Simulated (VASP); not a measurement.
## CoSiGe3: relaxation of cell and atoms with PBE

CoSiGe3:

```
Co Si Ge
1.0
     5.34658    0.00000    0.00000
    -2.67329    4.63027    0.00000
     0.00000    0.00000    4.26497
Co Si Ge
1 1 3
Direct
  0.00000 0.00000 0.00000
  0.00000 0.00000 0.50000
  0.50000 0.00000 0.00000
  0.00000 0.50000 0.00000
  0.50000 0.50000 0.00000
```

The cell was built from a structure type or drawn by symmetry, and may not be a known phase.

* Program: VASP 6.6.1
* Task: relaxation of cell and atoms
* Functional: PBE
* Potentials or basis: VASP PAW PBE potentials, release 64 (Co, Si, Ge_d)
* Cutoff: 600 eV
* k mesh: 6 × 6 × 4
* Occupations: gaussian, width 0.1 eV
* Spin: no spin polarisation
* Dipole correction: no
* Further INCAR settings: ALGO = Normal; EDIFF = 1e-06; IBRION = 2; EDIFFG = -0.04; NSW = 90; ISIF = 3

```json
{
 "Relaxed volume": "21.14 Å³/atom",
 "Relaxed cell": "a = 5.332 Å, b = 5.332 Å, c = 4.292 Å, α = 90.00°, β = 90.00°, γ = 120.00°",
 "Space group after relaxing (to 0.1 Å)": "P6/mmm (No. 191)",
 "Energy gained by relaxing": "0.5 meV/atom",
 "Ionic steps": "2",
 "Pressure after relaxing": "0.0 GPa",
 "Band gap on the k mesh": "zero (an odd number of electrons rules out a gap without spin polarisation)"
}
```

Stress tensor (GPa, compression positive):
```
 0.01  0.00  0.00
 0.00  0.01  0.00
 0.00  0.00 -0.09
```

Step by step:
```tsv
step	energy change (eV)	largest force (eV/Å)	pressure (GPa)	volume (Å³)
1	0.0000	0.0000	0.05	105.58
2	-0.0025	0.0000	-0.03	105.68
```

Final structure:
```
Co Si Ge
1.0
     5.33237    0.00000    0.00000
    -2.66619    4.61797    0.00000
     0.00000    0.00000    4.29165
Co Si Ge
1 1 3
Direct
  0.00000 0.00000 0.00000
  0.00000 0.00000 0.50000
  0.50000 0.00000 0.00000
  0.00000 0.50000 0.00000
  0.50000 0.50000 0.00000
```

Levels at points of the mesh, in eV from the Fermi level:
```tsv
k point	band 25	band 26	band 27	band 28	band 29	band 30	band 31	band 32
(0.00, 0.00, 0.00)	-1.73	-0.85	-0.47	-0.47	1.71	1.95	2.45	2.45
(0.50, 0.00, 0.00)	-0.84	-0.32	-0.11	0.30	0.37	1.96	2.19	2.22
(0.00, 0.00, 0.50)	-2.61	-1.71	-0.41	-0.41	-0.17	0.94	0.94	1.59
(0.50, 0.00, 0.50)	-0.79	-0.78	-0.72	0.55	1.05	1.39	1.86	3.00
```

It took 5.4 min on 1 thread of Intel Xeon 8259CL (shared host), peak memory 0.34 GiB.

Caveat: the k points lie up to 0.37 Å⁻¹ apart in the final cell, too coarse for converged energies and pressures of a metal; the run has no spin polarisation, though such a crystal can be magnetic. Spin polarisation is off, so any magnetic state and its effect on volume and gap are missing.
